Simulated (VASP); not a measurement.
Write the native input for VASP 6.6.1 that does the following.

```
Task                   : relaxation of shape and atoms at fixed volume
Functional             : LDA
Potentials or basis    : VASP PAW LDA potentials, release 64 (Sn_d, O)
Cutoff                 : 600 eV
k mesh                 : 6 × 6 × 6
Occupations            : gaussian, width 0.02 eV
Spin                   : no spin polarisation
Dipole correction      : no
Further INCAR settings : ALGO = Normal; EDIFF = 1e-06; IBRION = 2; EDIFFG = -0.01; NSW = 50; ISIF = 4
```

The structure of SnO2 lies in POSCAR:

```
SnO2
1.0
   -3.0993368505      3.1781644313      3.1781663926
    3.0993368505     -3.1781644313      3.1781663926
    3.0993368505      3.1781644313     -3.1781663926
Sn O
4 8
Direct
    0.9999891363      0.2499891363      0.7500000000
    0.0000108637      0.7500108637      0.2500000000
    0.5000000000      0.5000000000      0.5000000000
    0.5000000000      0.0000000000      0.0000000000
    0.1946883462      0.1946969838      0.5000086376
    0.6947003883      0.7500121472      0.9446882411
    0.1946883462      0.6946797085      0.9999913624
    0.3053239061      0.7500121472      0.5553117589
    0.6946760939      0.2499878528      0.4446882411
    0.3052996117      0.2499878528      0.0553117589
    0.8053116538      0.3053202915      0.0000086376
    0.8053116538      0.8053030162      0.4999913624
```

These files were run (other wordings do the same):

INCAR

```
PREC     = Accurate       # precision mode
ENCUT    = 600            # plane-wave cutoff, eV
EDIFF    = 1E-6           # SCF threshold, eV
ISMEAR   = 0              # smearing method
SIGMA    = 0.02           # smearing width, eV
LREAL    = F              # projectors in reciprocal space
LASPH    = T              # aspherical terms in the spheres
NELM     = 60             # most SCF steps
ALGO     = Normal         # electronic algorithm
ISIF     = 4              # what is computed and relaxed
LWAVE    = F              # write WAVECAR
LCHARG   = F              # write CHGCAR
GGA      = CA             # functional
IBRION   = 2              # ionic algorithm
NSW      = 50             # ionic steps
EDIFFG   = -0.01          # ionic threshold
KPAR     = 4
```

KPOINTS

```
Automatic mesh
0
Gamma
  6 6 6
```

Potentials or basis: VASP PAW LDA potentials, release 64 (Sn_d, O).

Command:

```console
$ cat potpaw_LDA.64/Sn_d/POTCAR potpaw_LDA.64/O/POTCAR > POTCAR
$ mpirun -np 4 vasp_std > vasp.out
```

It gave:

```json
{"Energy gained by relaxing": "0.6 meV/atom", "Ionic steps": "5", "Pressure after relaxing": "37.1 GPa", "Largest force after relaxing": "0.005 eV/Å", "Band gap on the k mesh": "2.74 eV"}
```

Caveat: spin-orbit coupling is left out, which moves the levels of the heavy elements.

Run time: 14 min on 4 MPI ranks on Intel(R) Xeon(R) Platinum 8259CL CPU @ 2.50GHz (Skylake/Cascade Lake) (shared host), peak memory 0.47 GiB a rank.
